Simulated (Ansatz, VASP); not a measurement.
**Rh in VASP and in Ansatz**

INCAR

```
ALGO     = Fast           # electronic algorithm
EDIFF    = 1E-7           # SCF threshold, eV
ENCUT    = 520            # plane-wave cutoff, eV
GGA      = PE             # functional
ISIF     = 2              # what is computed and relaxed
ISMEAR   = 1              # smearing method
LASPH    = True           # aspherical terms in the spheres
LCHARG   = False          # write CHGCAR
LREAL    = False          # projectors in reciprocal space
LWAVE    = False          # write WAVECAR
NBANDS   = 14             # bands
NELM     = 100            # most SCF steps
PREC     = Accurate       # precision mode
SIGMA    = 0.02           # smearing width, eV
```

The input KPOINTS:

```
k-points
0
Gamma
  22 22 22
```

The input POSCAR:

```
Rh
1.0
    0.0000000000      1.9490887500      1.8064725000
    1.9490887500      0.0000000000      1.8064725000
    1.9490887500      1.9490887500      0.0000000000
Rh
1
Direct
    0.0000000000      0.0000000000      0.0000000000
```

Input for Ansatz:

```yaml
crystal:
  lattice:
    - [0.0, 1.94908875, 1.8064725]
    - [1.94908875, 0.0, 1.8064725]
    - [1.94908875, 1.94908875, 0.0]
  atoms:
    - { symbol: Rh, position: [0.0, 0.0, 0.0] }
basis:
  ecutwfc: 420
kpoints:
  mp_grid: { grid: [22, 22, 22] }
hamiltonian:
  xc: pbe
scf:
  occupations: { method: cold, width: 0.02 }
output:
  forces: true
  stress: true
  eigenvalues: true
```

Change from the starting cell: strain +0.025 along x and y, -0.050 along z, atoms carried along.

Alike in both runs: task single point; functional PBE; k mesh 22 × 22 × 22; no spin polarisation.

```csv
,VASP,Ansatz
version,VASP 6.6.1,Ansatz 0.2.0
potentials or method,"VASP PAW PBE potentials, release 64 (Rh_pv), cutoff 520 eV","scalar-relativistic, plane waves, PAW"
occupations,"methfessel-paxton of order 1, width 0.02 eV","cold, width 0.02 eV"
valence electrons in the cell,15,17
```

```csv
,VASP,Ansatz,Ansatz less VASP
gap on the k mesh at the Fermi level (eV),none,none,-
pressure (GPa),7.1,7.0,-0.02
"traceless stress, the component that is largest in VASP (GPa)",11.33,11.36,+0.038
```

A gap of «none» marks a metal or a gap that the smearing closes. VASP's potentials hold 15 valence electrons a cell and Ansatz's 17, so a difference there can come from the potentials and not from the codes.
